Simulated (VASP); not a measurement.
Wanted: the native input for a VASP 6.6.1 run.

| Property | Result |
| --- | --- |
| Task | relaxation of cell and atoms |
| Functional | PBE |
| Potentials or basis | VASP PAW PBE potentials, release 64 (Ga_d, Ge_d, O) |
| Cutoff | 600 eV |
| k mesh | 6 × 6 × 4 |
| Occupations | gaussian, width 0.1 eV |
| Spin | no spin polarisation |
| Dipole correction | no |
| Further INCAR settings | ALGO = Normal; EDIFF = 1e-06; IBRION = 2; EDIFFG = -0.04; NSW = 90; ISIF = 3 |

The structure of Ga2GeO3 lies in POSCAR:

```
Ga2GeO3
1.0
    3.3427805000      0.0000000000      0.0000000000
    0.0000000000      3.3427805000      0.0000000000
    0.0000000000      0.0000000000      7.3780570600
Ga Ge O
2 1 3
Direct
    0.0000000000      0.5000000000      0.7365000200
    0.5000000000      0.0000000000      0.2634999800
    0.0000000000      0.0000000000      0.0000000000
    0.5000000000      0.5000000000      0.0000000000
    0.0000000000      0.5000000000      0.3835000100
    0.5000000000      0.0000000000      0.6164999900
```

These files were run (other wordings do the same):

INCAR

```
PREC = Accurate ; ENCUT = 600
EDIFF = 1E-6 ; ISMEAR = 0
SIGMA = 0.1 ; LREAL = F
LASPH = T ; NELM = 100
ALGO = Normal ; ISIF = 3
LWAVE = F ; LCHARG = F
GGA = PE ; IBRION = 2
NSW = 90 ; EDIFFG = -0.04
```

KPOINTS

```
Automatic mesh
0
Gamma
  6 6 4
```

Potentials or basis: VASP PAW PBE potentials, release 64 (Ga_d, Ge_d, O).

Run with:

```console
$ cat potpaw_PBE.64/Ga_d/POTCAR potpaw_PBE.64/Ge_d/POTCAR potpaw_PBE.64/O/POTCAR > POTCAR
$ mpirun -np 1 vasp_std > vasp.out
```

It gave:

```json
{"Relaxed volume": "12.15 Å³/atom", "Relaxed cell": "a = 3.079 Å, b = 3.079 Å, c = 7.689 Å, α = 90.00°, β = 90.00°, γ = 90.00°", "Space group after relaxing (to 0.05 Å)": "P-4m2 (No. 115)", "Energy gained by relaxing": "657.6 meV/atom", "Ionic steps": "10", "Pressure after relaxing": "0.0 GPa", "Largest force after relaxing": "0.034 eV/Å", "Band gap on the k mesh": "zero (band 29 reaches 6.33 eV, above the bottom of band 30 at 5.41 eV)"}
```

Run time: 13 min on 1 thread of Intel Xeon 6975P-C (shared host), peak memory 0.28 GiB.
